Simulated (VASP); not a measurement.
A run of VASP 6.6.1 is set up as follows.

INCAR

```
SYSTEM = BaTiO3
PREC = Accurate
ENCUT = 520
EDIFF = 1E-6
ISMEAR = 0
SIGMA = 0.05
LREAL = .False.
LASPH = .True.
NELM = 150
ALGO = Normal
ISIF = 2
LWAVE = .False.
LCHARG = .False.
LMAXMIX = 4
LDAU = .True.
LDAUTYPE = 2
LDAUL = -1 2 -1
LDAUU = 0 4 0
LDAUJ = 0 0 0
LDAUPRINT = 1
GGA = PE
NBANDS = 28
```

Contents of KPOINTS:

```
Automatic mesh
0
Gamma
  6 6 6
  0 0 0
```

Contents of POSCAR:

```
BaTiO3
1.0
    4.0082194746      0.0000000000      0.0000000000
    0.0000000000      2.8732814721      2.8859183788
    0.0000000000     -2.8732814721      2.8859183788
Ba Ti O
1 1 3
Direct
    0.0000000000      0.0210713150      0.0210713150
    0.5000000000      0.5197092871      0.5197092871
    0.0000000000      0.4916268390      0.4916268390
    0.5000000000      0.4938075372      0.9829991522
    0.5000000000      0.9829991522      0.4938075372
```

Potentials or basis: VASP PAW PBE potentials, release 64 (Ba_sv, Ti_sv, O).

Run with:

```console
$ cat potpaw_PBE.64/Ba_sv/POTCAR potpaw_PBE.64/Ti_sv/POTCAR potpaw_PBE.64/O/POTCAR > POTCAR
$ mpirun -np 1 vasp_std > vasp.out
```

(1) Predict the pressure.

(2) What does it give for the band gap on the k mesh?

(3) What does it give for the largest force?

Answers

(1) 3.8 GPa.

(2) 2.51 eV (least direct gap 2.94 eV).

(3) 0.503 eV/Å.

Caveat: the cell differs from its parent crystal (all Ba atoms moved +0.075 Å, as atom 1 along Cartesian [0 0 1]); the cell stands under pressure; spin-orbit coupling is left out, which moves the levels of the heavy elements.
